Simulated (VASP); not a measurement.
# Mo: single point with PBE+D3(BJ)

The system is Mo, a slab with vacuum.

```
CELL_PARAMETERS angstrom
6.26043 0.00000 0.00000
0.00000 6.26043 0.00000
0.00000 0.00000 22.26043
ATOMIC_POSITIONS crystal
Mo 0.25000 0.75000 0.35938
Mo 0.25000 0.25000 0.35938
Mo 0.75000 0.75000 0.35938
Mo 0.75000 0.25000 0.35938
Mo 0.50000 0.50000 0.42969
Mo 0.50000 0.00000 0.42969
Mo 0.00000 0.50000 0.42969
Mo 0.00000 0.00000 0.42969
Mo 0.75000 0.25000 0.49869
Mo 0.75000 0.75000 0.49869
Mo 0.25000 0.25000 0.49869
Mo 0.25000 0.75000 0.49869
Mo 0.00000 0.00000 0.57244
Mo 0.00000 0.50000 0.57244
Mo 0.50000 0.00000 0.57244
Mo 0.50000 0.50000 0.57244
Mo 0.25000 0.75000 0.63429
Mo 0.25000 0.25000 0.63429
Mo 0.75000 0.75000 0.63429
Mo 0.75000 0.25000 0.63429
```

```
Program             : VASP 6.6.1
Task                : single point
Functional          : PBE
Dispersion          : D3(BJ)
Potentials or basis : VASP PAW PBE potentials, release 64 (Mo_sv)
Cutoff              : 520 eV
k mesh              : 3 × 3 × 1
Occupations         : gaussian, width 0.1 eV
Spin                : no spin polarisation
```

| Quantity | Value |
| --- | --- |
| Largest force | 0.906 eV/Å |
| Band gap on the k mesh | zero (bands 140 and 141 overlap by 0.28 eV) |
| Dispersion energy per atom | -0.507 eV |

Forces on the atoms (eV/Å):
```
Mo   0.000  0.000  0.864
Mo   0.000  0.000  0.864
Mo   0.000  0.000  0.864
Mo   0.000  0.000  0.864
Mo   0.000  0.000 -0.906
Mo   0.000  0.000 -0.906
Mo   0.000  0.000 -0.906
Mo   0.000  0.000 -0.906
Mo   0.000  0.000  0.010
Mo   0.000  0.000  0.010
Mo   0.000  0.000  0.010
Mo   0.000  0.000  0.010
Mo   0.000  0.000 -0.013
Mo   0.000  0.000 -0.013
Mo   0.000  0.000 -0.013
Mo   0.000  0.000 -0.013
Mo   0.000  0.000  0.046
Mo   0.000  0.000  0.046
Mo   0.000  0.000  0.046
Mo   0.000  0.000  0.046
```

Levels at points of the mesh, in eV from the Fermi level:
| k point | band 138 | band 139 | band 140 | band 141 | band 142 | band 143 | band 144 | band 145 | band 146 | band 147 |
| --- | --- | --- | --- | --- | --- | --- | --- | --- | --- | --- |
| (0.00, 0.00, 0.00) | -0.19 | -0.10 | -0.10 | -0.09 | -0.06 | 0.39 | 0.39 | 0.72 | 0.72 | 1.07 |

Wall time 26 min on 1 thread of Intel(R) Xeon(R) Platinum 8375C CPU @ 2.90GHz (Ice Lake) (shared host), peak memory 0.87 GiB.
